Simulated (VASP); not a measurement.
## P: single point with PBE+D3(BJ)

P, a slab with vacuum:

```
P
1.0
     3.19800    0.00000    0.00000
    -1.59900    2.76955    0.00000
     0.00000    0.00000   28.00000
P
2
Cartesian
  0.0000 1.8464 14.5335
  1.5990 0.9232 13.4665
```

```json
{
 "Program": "VASP 6.6.1",
 "Task": "single point",
 "Functional": "PBE",
 "Dispersion": "D3(BJ)",
 "Potentials or basis": "VASP PAW PBE potentials, release 64 (P)",
 "Cutoff": "520 eV",
 "k mesh": "9 × 9 × 1",
 "Occupations": "gaussian, width 0.02 eV",
 "Spin": "no spin polarisation",
 "Dipole correction": "yes",
 "Further INCAR settings": "ALGO = Normal; EDIFF = 1e-06; NBANDS = 12"
}
```

```
Largest force              : 3.375 eV/Å
Band gap on the k mesh     : 1.06 eV, indirect (least direct gap 1.58 eV)
Dispersion energy per atom : -0.224 eV
```

Forces on the atoms (eV/Å):
```
P    0.000  0.000  3.375
P    0.000  0.000 -3.375
```

Levels at points of the mesh, in eV from the valence-band top:
| k point | band 1 | band 2 | band 3 | band 4 | band 5 | band 6 | band 7 | band 8 | band 9 | band 10 |
| --- | --- | --- | --- | --- | --- | --- | --- | --- | --- | --- |
| (0.00, 0.00, 0.00) | -15.74 | -6.68 | -1.37 | -1.37 | -0.36 | 3.26 | 3.26 | 3.45 | 5.20 | 5.77 |

Run time: 51 s on 1 thread of Intel(R) Xeon(R) Platinum 8259CL CPU @ 2.50GHz (Skylake/Cascade Lake), with other jobs on the host, peak memory 0.33 GiB.
